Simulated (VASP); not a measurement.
A run of VASP 6.6.1 is set up as follows.

INCAR

```
  ALGO = Normal
  EDIFF = 1E-6
  ENCUT = 500
  GGA = PE
  GGA_COMPAT = F
  ISIF = 2
  ISMEAR = 0
  LASPH = T
  LCHARG = F
  LREAL = F
  LWAVE = F
  NBANDS = 13
  NELM = 120
  PREC = Accurate
  SIGMA = 0.05
```

File KPOINTS:

```
k-points
0
Gamma
  16 16 16
```

Contents of POSCAR:

```
Pb
1.0
   -1.9982198699      1.9982198699      1.9982198699
    1.9982198699     -1.9982198699      1.9982198699
    1.9982198699      1.9982198699     -1.9982198699
Pb
1
Direct
    0.0000000000      0.0000000000      0.0000000000
```

Potentials or basis: VASP PAW PBE potentials, release 64 (Pb_d).

Launch:

```console
$ cat potpaw_PBE.64/Pb_d/POTCAR > POTCAR
$ mpirun -np 1 vasp_std > vasp.out
```

(1) What does it give for the band gap on the k mesh?

(2) Estimate the pressure.

Answers

(1) zero (band 7 reaches 13.92 eV, above the bottom of band 8 at 4.88 eV).

(2) 0.0 GPa.

Caveat: spin-orbit coupling is left out, which moves the levels of the heavy elements.
